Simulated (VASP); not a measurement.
# CaO (F-43m) in VASP: further runs, part 2 of 2

VASP 6.6.1. The steps go on from the part before.

### Step 4. Single point, PBE

File INCAR:

```
PREC = Accurate
ENCUT = 520
EDIFF = 1E-6
ISMEAR = 0
SIGMA = 0.01
LREAL = F
LASPH = T
NELM = 80
ALGO = Normal
ISIF = 2
LWAVE = F
LCHARG = F
GGA = PE
NBANDS = 15
```

File KPOINTS:

```
Automatic mesh
0
Gamma
  4 4 4
```

File POSCAR:

```
CaO
1.0
    0.0000000000      2.6067317390      2.6067317390
    2.6067317390      0.0000000000      2.6067317390
    2.6067317390      2.6067317390      0.0000000000
Ca O
1 1
Direct
    0.0000000000      0.0000000000      0.0000000000
    0.2500000000      0.2500000000      0.2500000000
```

Potentials or basis: VASP PAW PBE potentials, release 64 (Ca_sv, O).

Started as:

```sh
$ cat potpaw_PBE.64/Ca_sv/POTCAR potpaw_PBE.64/O/POTCAR > POTCAR
$ mpirun -np 1 vasp_std > vasp.out
```

OUTCAR:

```text
PREC = Accurate
   ENCUT = 520
   EDIFF = 1E-6
   ISMEAR = 0
   LREAL = F
   LASPH = T
   NELM = 80
   ISIF = 2
   GGA = PE

 ion  position               nearest neighbor table
   1  0.000  0.000  0.000-   2 2.26   2 2.26   2 2.26   2 2.26
   2  0.250  0.250  0.250-   1 2.26   1 2.26   1 2.26   1 2.26

  LATTYP: Found a face centered cubic cell.
 ALAT       =     5.2134634780

  Lattice vectors:

 A1 = (   0.0000000000,   2.6067317390,   2.6067317390)
 A2 = (   2.6067317390,   0.0000000000,   2.6067317390)
 A3 = (   2.6067317390,   2.6067317390,   0.0000000000)

Analysis of symmetry for initial positions (statically):
=====================================================================
 Subroutine PRICEL returns:
 Original cell was already a primitive cell.

 Routine SETGRP: Setting up the symmetry group for a
 face centered cubic supercell.

 Subroutine GETGRP returns: Found 24 space group operations
 (whereof 24 operations were pure point group operations)
 out of a pool of 48 trial point group operations.

The static configuration has the point symmetry T_d .

Analysis of symmetry for dynamics (positions and initial velocities):
=====================================================================
 Subroutine PRICEL returns:
 Original cell was already a primitive cell.

 Routine SETGRP: Setting up the symmetry group for a
 face centered cubic supercell.

 Subroutine GETGRP returns: Found 24 space group operations
 (whereof 24 operations were pure point group operations)
 out of a pool of 48 trial point group operations.

The dynamic configuration has the point symmetry T_d .

 Subroutine INISYM returns: Found 24 space group operations
 (whereof 24 operations are pure point group operations),
 and found     1 'primitive' translations

----------------------------------------------------------------------------------------

                                     Primitive cell

  volume of cell :      35.4257

  direct lattice vectors                    reciprocal lattice vectors
     0.000000000  2.606731739  2.606731739    -0.191811068  0.191811068  0.191811068
     2.606731739  0.000000000  2.606731739     0.191811068 -0.191811068  0.191811068
[... 103 lines left out ...]
 maximum number of plane-waves:       960
   NGX = 13   NGY = 13   NGZ = 13

 number of electron      15.9999998 magnetization

 Free energy of the ion-electron system (eV)
  ---------------------------------------------------
  ext. energy  EPLUGINS =         0.00000000
  ---------------------------------------------------
  free energy    TOTEN  =       -12.43836116 eV

  energy without entropy =      -12.43836116  energy(sigma->0) =      -12.43836116

 E-fermi :   0.6712     XC(G=0):  -9.0416

 val. band max:        0.4823041754   @ k =  -0.2500   0.5000   0.2500
 cond. band min:       3.8073762189   @ k =   0.0000   0.0000   0.0000
 fundamental gap:      3.3250720435
 Fermi energy:         0.6712280271

 k-point     1 :       0.0000    0.0000    0.0000
  band No.  band energies     occupation
      1     -36.6681      2.00000
      2     -17.6080      2.00000
      3     -17.6080      2.00000
      4     -17.6080      2.00000
      5     -14.3110      2.00000
      6      -0.1434      2.00000
      7      -0.1434      2.00000
      8      -0.1434      2.00000
      9       3.8074      0.00000
     10       8.4534      0.00000
     11       8.4534      0.00000
     12      10.0851      0.00000
     13      10.0851      0.00000
     14      10.0851      0.00000
[... 113 lines left out ...]
      2     -18.3082      2.00000
      3     -17.8268      2.00000
      4     -17.7503      2.00000
      5     -13.4461      2.00000
      6      -0.3634      2.00000
      7      -0.0835      2.00000
      8       0.4823      2.00000
      9       5.4431      0.00000
     10       6.9210      0.00000
     11       9.0277      0.00000
     12       9.7086      0.00000
     13      10.4548      0.00000
     14      13.5762      0.00000
     15      13.7767      0.00000

------------------------ aborting loop because EDIFF is reached ----------------------------------------

  FORCE on cell =-STRESS in cart. coord.  units (eV):
  Direction    XX          YY          ZZ          XY          YZ          ZX
  --------------------------------------------------------------------------------------
  -------------------------------------------------------------------------------------
  Total        0.4077410      0.4077410      0.4077410      0.0000000      0.0000000      0.0000000
  in kB       18.4406384     18.4406384     18.4406384      0.0000000      0.0000000      0.0000000
  external PRESSURE =      18.4406384 kB  Pullay stress =       0.0000000 kB

 VOLUME and BASIS-vectors are now :
 -----------------------------------------------------------------------------
  energy-cutoff  :      520.00
  volume of cell :       35.43
      direct lattice vectors                 reciprocal lattice vectors
     0.000000000  2.606731739  2.606731739    -0.191811068  0.191811068  0.191811068
     2.606731739  0.000000000  2.606731739     0.191811068 -0.191811068  0.191811068
     2.606731739  2.606731739  0.000000000     0.191811068  0.191811068 -0.191811068

 POSITION                                       TOTAL-FORCE (eV/Angst)
 -----------------------------------------------------------------------------------
      0.00000      0.00000      0.00000         0.000000      0.000000      0.000000
      1.30337      1.30337      1.30337        -0.000000     -0.000000     -0.000000
 -----------------------------------------------------------------------------------
    total drift:                               -0.000000     -0.000000     -0.000000

  FREE ENERGIE OF THE ION-ELECTRON SYSTEM (eV)
  ---------------------------------------------------
  free  energy   TOTEN  =       -12.4383611553 eV

  energy  without entropy=      -12.4383611553  energy(sigma->0) =      -12.43836116
```

Run time: 5.9 s. Hardware: 1 thread of Intel Xeon Platinum 8488C (Sapphire Rapids), shared host; peak memory 0.14 GiB.

What came out:

- Free energy: -12.4384 eV
- Pressure: 1.8 GPa
- Band gap on the k mesh: 3.33 eV, indirect (least direct gap 3.95 eV)

Levels at points of the mesh, in eV from the valence-band top:
```tsv
k point	band 5	band 6	band 7	band 8	band 9	band 10	band 11	band 12
(0.00, 0.00, 0.00)	-14.79	-0.63	-0.63	-0.63	3.33	7.97	7.97	9.60
(0.50, 0.00, 0.00)	-14.14	-1.00	-0.37	-0.37	6.14	7.88	7.88	8.23
(0.50, 0.50, 0.00)	-13.94	-1.43	0.00	0.00	4.93	6.63	9.01	9.34
```

Caveat: the k points lie up to 0.52 Å⁻¹ apart. Expect the measured gap to be larger: semilocal functionals such as PBE lack the derivative discontinuity.

### Step 5. Single point, r2SCAN

POSCAR is that of step 4.

File INCAR.step1:

```
SYSTEM = CaO
ALGO     = Normal         ! electronic algorithm
EDIFF    = 1E-4           ! SCF threshold, eV
ENCUT    = 520            ! plane-wave cutoff, eV
GGA      = PE             ! functional
ISMEAR   = 0              ! smearing method
LASPH    = .TRUE.         ! aspherical terms in the spheres
LCHARG   = .FALSE.        ! write CHGCAR
LREAL    = .FALSE.        ! projectors in reciprocal space
LWAVE    = .TRUE.         ! write WAVECAR
NBANDS   = 15             ! bands
NELM     = 80             ! most SCF steps
PREC     = Accurate       ! precision mode
SIGMA    = 0.01           ! smearing width, eV
```

File INCAR.step2:

```
SYSTEM = CaO
ALGO     = Normal         ! electronic algorithm
EDIFF    = 1E-7           ! SCF threshold, eV
ENCUT    = 520            ! plane-wave cutoff, eV
ISIF     = 2              ! what is computed and relaxed
ISMEAR   = 0              ! smearing method
ISTART   = 1            
LASPH    = .TRUE.         ! aspherical terms in the spheres
LCHARG   = .TRUE.         ! write CHGCAR
LELF     = .TRUE.         ! ELF
LMIXTAU  = .TRUE.       
LREAL    = .FALSE.        ! projectors in reciprocal space
LVHAR    = .TRUE.       
LWAVE    = .FALSE.        ! write WAVECAR
METAGGA  = R2SCAN         ! meta-GGA
NBANDS   = 15             ! bands
NELM     = 80             ! most SCF steps
PREC     = Accurate       ! precision mode
SIGMA    = 0.01           ! smearing width, eV
```

File KPOINTS:

```
k-points
0
G
  4 4 4
  0 0 0
```

Potentials or basis: VASP PAW PBE potentials, release 64 (Ca_sv, O).

Started as:

```sh
$ cat potpaw_PBE.64/Ca_sv/POTCAR potpaw_PBE.64/O/POTCAR > POTCAR
$ cp INCAR.step1 INCAR
$ mpirun -np 1 vasp_std > vasp.out
$ cp INCAR.step2 INCAR
$ mpirun -np 1 vasp_std > vasp.out
```

OUTCAR:

```text
SYSTEM = CaO
   EDIFF = 1E-7
   ENCUT = 520
   ISIF = 2
   ISMEAR = 0
   ISTART = 1
   LASPH = .TRUE.
   LREAL = .FALSE.
   METAGGA = R2SCAN
   NELM = 80
   PREC = Accurate

 ion  position               nearest neighbor table
   1  0.000  0.000  0.000-   2 2.26   2 2.26   2 2.26   2 2.26
   2  0.250  0.250  0.250-   1 2.26   1 2.26   1 2.26   1 2.26

  LATTYP: Found a face centered cubic cell.
 ALAT       =     5.2134634780

  Lattice vectors:

 A1 = (   0.0000000000,   2.6067317390,   2.6067317390)
 A2 = (   2.6067317390,   0.0000000000,   2.6067317390)
 A3 = (   2.6067317390,   2.6067317390,   0.0000000000)

Analysis of symmetry for initial positions (statically):
=====================================================================
 Subroutine PRICEL returns:
 Original cell was already a primitive cell.

 Routine SETGRP: Setting up the symmetry group for a
 face centered cubic supercell.

 Subroutine GETGRP returns: Found 24 space group operations
 (whereof 24 operations were pure point group operations)
 out of a pool of 48 trial point group operations.

The static configuration has the point symmetry T_d .

Analysis of symmetry for dynamics (positions and initial velocities):
=====================================================================
 Subroutine PRICEL returns:
 Original cell was already a primitive cell.

 Routine SETGRP: Setting up the symmetry group for a
 face centered cubic supercell.

 Subroutine GETGRP returns: Found 24 space group operations
 (whereof 24 operations were pure point group operations)
 out of a pool of 48 trial point group operations.

The dynamic configuration has the point symmetry T_d .

 Subroutine INISYM returns: Found 24 space group operations
 (whereof 24 operations are pure point group operations),
 and found     1 'primitive' translations

----------------------------------------------------------------------------------------

                                     Primitive cell

  volume of cell :      35.4257
[... 101 lines left out ...]
   LEPSILON=     F    determine dielectric tensor
   LRPA    =     F    only Hartree local field effects (RPA)
 non-spin polarized calculation
 Gauss-broadening in eV      SIGMA  =   0.01
  energy-cutoff  :      520.00
  volume of cell :       35.43
 maximum number of plane-waves:       960
   NGX = 13   NGY = 13   NGZ = 13

 number of electron      15.9999998 magnetization

 Free energy of the ion-electron system (eV)
  ---------------------------------------------------
  ext. energy  EPLUGINS =         0.00000000
  ---------------------------------------------------
  free energy    TOTEN  =       -18.93994196 eV

  energy without entropy =      -18.93994196  energy(sigma->0) =      -18.93994196

 E-fermi :   0.2758     XC(G=0):  -9.5807

 val. band max:        0.1472651563   @ k =  -0.2500   0.5000   0.2500
 cond. band min:       3.8800779469   @ k =   0.0000   0.0000   0.0000
 fundamental gap:      3.7328127906
 Fermi energy:         0.2757804009

 k-point     1 :       0.0000    0.0000    0.0000
  band No.  band energies     occupation
      1     -38.4124      2.00000
      2     -18.4722      2.00000
      3     -18.4722      2.00000
      4     -18.4722      2.00000
      5     -15.6057      2.00000
      6      -0.4777      2.00000
      7      -0.4777      2.00000
      8      -0.4777      2.00000
      9       3.8801      0.00000
     10       8.8013      0.00000
     11       8.8013      0.00000
     12      10.4330      0.00000
     13      10.4330      0.00000
     14      10.4330      0.00000
[... 113 lines left out ...]
      2     -19.2793      2.00000
      3     -18.6928      2.00000
      4     -18.6176      2.00000
      5     -14.6447      2.00000
      6      -0.6987      2.00000
      7      -0.4106      2.00000
      8       0.1473      2.00000
      9       5.5225      0.00000
     10       7.1723      0.00000
     11       9.3942      0.00000
     12      10.0746      0.00000
     13      10.8538      0.00000
     14      13.9562      0.00000
     15      14.1864      0.00000

------------------------ aborting loop because EDIFF is reached ----------------------------------------

  FORCE on cell =-STRESS in cart. coord.  units (eV):
  Direction    XX          YY          ZZ          XY          YZ          ZX
  --------------------------------------------------------------------------------------
  -------------------------------------------------------------------------------------
  Total        0.1977051      0.1977051      0.1977051     -0.0000000      0.0000000      0.0000000
  in kB        8.9414817      8.9414817      8.9414817     -0.0000000      0.0000000      0.0000000
  external PRESSURE =       8.9414817 kB  Pullay stress =       0.0000000 kB

 VOLUME and BASIS-vectors are now :
 -----------------------------------------------------------------------------
  energy-cutoff  :      520.00
  volume of cell :       35.43
      direct lattice vectors                 reciprocal lattice vectors
     0.000000000  2.606731739  2.606731739    -0.191811068  0.191811068  0.191811068
     2.606731739  0.000000000  2.606731739     0.191811068 -0.191811068  0.191811068
     2.606731739  2.606731739  0.000000000     0.191811068  0.191811068 -0.191811068

 POSITION                                       TOTAL-FORCE (eV/Angst)
 -----------------------------------------------------------------------------------
      0.00000      0.00000      0.00000         0.000000      0.000000      0.000000
      1.30337      1.30337      1.30337        -0.000000     -0.000000     -0.000000
 -----------------------------------------------------------------------------------
    total drift:                               -0.000000     -0.000000     -0.000000

  FREE ENERGIE OF THE ION-ELECTRON SYSTEM (eV)
  ---------------------------------------------------
  free  energy   TOTEN  =       -18.9399419568 eV

  energy  without entropy=      -18.9399419568  energy(sigma->0) =      -18.93994196
```

OUTCAR.step1:

```text
SYSTEM = CaO
   EDIFF = 1E-4
   ENCUT = 520
   GGA = PE
   ISMEAR = 0
   LASPH = .TRUE.
   LREAL = .FALSE.
[... 345 lines left out ...]
      0.00000      0.00000      0.00000        -0.000000     -0.000000     -0.000000
      1.30337      1.30337      1.30337         0.000000      0.000000      0.000000
 -----------------------------------------------------------------------------------
    total drift:                               -0.000000     -0.000000     -0.000000

  FREE ENERGIE OF THE ION-ELECTRON SYSTEM (eV)
  ---------------------------------------------------
  free  energy   TOTEN  =       -12.4383607495 eV

  energy  without entropy=      -12.4383607495  energy(sigma->0) =      -12.43836075
```

OSZICAR.step1:

```text
N       E                     dE             d eps       ncg     rms          rms(c)
DAV:   1     0.129746263710E+03    0.12975E+03   -0.81512E+03   240   0.106E+03
DAV:   2    -0.843063556417E+01   -0.13818E+03   -0.12859E+03   296   0.286E+02
DAV:   3    -0.148637254875E+02   -0.64331E+01   -0.63906E+01   282   0.620E+01
DAV:   4    -0.150717700986E+02   -0.20804E+00   -0.20801E+00   353   0.974E+00
DAV:   5    -0.150727225879E+02   -0.95249E-03   -0.95249E-03   268   0.794E-01    0.972E+00
DAV:   6    -0.125499639192E+02    0.25228E+01   -0.85131E+00   254   0.252E+01    0.418E+00
DAV:   7    -0.124484627071E+02    0.10150E+00   -0.85395E-01   262   0.843E+00    0.200E+00
DAV:   8    -0.124373875524E+02    0.11075E-01   -0.13623E-01   261   0.379E+00    0.469E-01
DAV:   9    -0.124363770312E+02    0.10105E-02   -0.97620E-03   304   0.892E-01    0.168E-01
DAV:  10    -0.124382607652E+02   -0.18837E-02   -0.17527E-03   247   0.332E-01    0.577E-02
DAV:  11    -0.124383878387E+02   -0.12707E-03   -0.83493E-04   297   0.195E-01    0.428E-02
DAV:  12    -0.124383607495E+02    0.27089E-04   -0.10517E-04   221   0.113E-01
   1 F= -.12438361E+02 E0= -.12438361E+02  d E =-.476304-161
```

It took 29 s on 1 thread of Intel Xeon Platinum 8488C (Sapphire Rapids), shared host; peak memory 0.16 GiB.

What came out:

```
Free energy            : -18.9399 eV
Pressure               : 0.9 GPa
Band gap on the k mesh : 3.73 eV, indirect (least direct gap 4.36 eV)
```

Levels at points of the mesh, in eV from the valence-band top:
| k point | band 4 | band 5 | band 6 | band 7 | band 8 | band 9 | band 10 | band 11 | band 12 | band 13 |
| --- | --- | --- | --- | --- | --- | --- | --- | --- | --- | --- |
| (0.00, 0.00, 0.00) | -18.62 | -15.75 | -0.62 | -0.62 | -0.62 | 3.73 | 8.65 | 8.65 | 10.29 | 10.29 |
| (0.50, 0.00, 0.00) | -18.67 | -15.03 | -0.99 | -0.36 | -0.36 | 6.58 | 8.53 | 8.53 | 8.82 | 10.08 |
| (0.50, 0.50, 0.00) | -18.76 | -14.81 | -1.42 | 0.00 | 0.00 | 5.34 | 7.21 | 9.74 | 10.04 | 10.04 |

Caveat: the k points lie up to 0.52 Å⁻¹ apart; the PAW data sets were made with another functional, which shifts forces and pressure a little.

### Step 6. Single point, HSE06

POSCAR is that of step 5.

File INCAR.step1:

```
ALGO     = Normal         # electronic algorithm
EDIFF    = 1E-5           # SCF threshold, eV
ENCUT    = 520            # plane-wave cutoff, eV
GGA      = PE             # functional
ISIF     = 2              # what is computed and relaxed
ISMEAR   = 0              # smearing method
LASPH    = T              # aspherical terms in the spheres
LCHARG   = F              # write CHGCAR
LREAL    = F              # projectors in reciprocal space
LWAVE    = T              # write WAVECAR
NBANDS   = 15             # bands
NELM     = 80             # most SCF steps
PREC     = Accurate       # precision mode
SIGMA    = 0.01           # smearing width, eV
```

File INCAR.step2:

```
ALGO     = Normal         # electronic algorithm
EDIFF    = 1E-7           # SCF threshold, eV
ENCUT    = 520            # plane-wave cutoff, eV
GGA      = PE             # functional
HFSCREEN = 0.2079         # screening, 1/A
ISIF     = 2              # what is computed and relaxed
ISMEAR   = 0              # smearing method
ISTART   = 1            
LASPH    = T              # aspherical terms in the spheres
LCHARG   = F              # write CHGCAR
LHFCALC  = T              # exact exchange
LREAL    = F              # projectors in reciprocal space
LWAVE    = F              # write WAVECAR
NBANDS   = 15             # bands
NELM     = 80             # most SCF steps
PREC     = Accurate       # precision mode
PRECFOCK = Normal       
SIGMA    = 0.01           # smearing width, eV
```

File KPOINTS:

```
k-points
0
Gamma
  4 4 4
```

Potentials or basis: VASP PAW PBE potentials, release 64 (Ca_sv, O).

Started as:

```sh
$ cat potpaw_PBE.64/Ca_sv/POTCAR potpaw_PBE.64/O/POTCAR > POTCAR
$ cp INCAR.step1 INCAR
$ mpirun -np 1 vasp_std > vasp.out
$ cp INCAR.step2 INCAR
$ mpirun -np 1 vasp_std > vasp.out
```

It took 5.3 min on 1 thread of Intel Xeon Platinum 8488C (Sapphire Rapids), shared host; peak memory 0.27 GiB.

It converged, with:

| Item | Value |
| --- | --- |
| Free energy | -14.4503 eV |
| Pressure | 0.6 GPa |
| Band gap on the k mesh | 4.71 eV, indirect (least direct gap 5.34 eV) |

Levels at points of the mesh, in eV from the valence-band top:
```tsv
k point	band 5	band 6	band 7	band 8	band 9	band 10	band 11	band 12
(0.00, 0.00, 0.00)	-16.23	-0.62	-0.62	-0.62	4.71	10.11	10.11	11.81
(0.50, 0.00, 0.00)	-15.44	-1.05	-0.36	-0.36	7.85	9.80	9.93	9.93
(0.50, 0.50, 0.00)	-15.21	-1.49	0.00	0.00	6.52	8.44	11.32	11.57
```

Caveat: the k points lie up to 0.52 Å⁻¹ apart; the PAW data sets were made with another functional, which shifts forces and pressure a little. A k mesh can miss the band edges.

### Step 7. Overview

```tsv
level	potentials or basis	grid for exact exchange (PRECFOCK)	screening parameter	gap on the mesh (eV)	pressure (GPa)
PBE	VASP PAW PBE potentials, release 64 (Ca_sv, O)	-	-	3.33	1.8
LDA	VASP PAW LDA potentials, release 64 (Ca_sv, O)	-	-	3.14	-3.9
r2SCAN	VASP PAW PBE potentials, release 64 (Ca_sv, O)	-	-	3.73	0.9
HSE06	VASP PAW PBE potentials, release 64 (Ca_sv, O)	Normal	0.2079 1/Å	4.71	0.6
```

Alike in all rows: task single point; no spin polarisation; cell as given; k mesh 4 × 4 × 4; cutoff (eV) 520; smearing gaussian 0.01 eV.

Caveats: all runs use coarse meshes; the PAW data sets were made with another functional, which shifts forces and pressure a little (some runs).

Absolute energies hang on the potentials; compare differences alone.
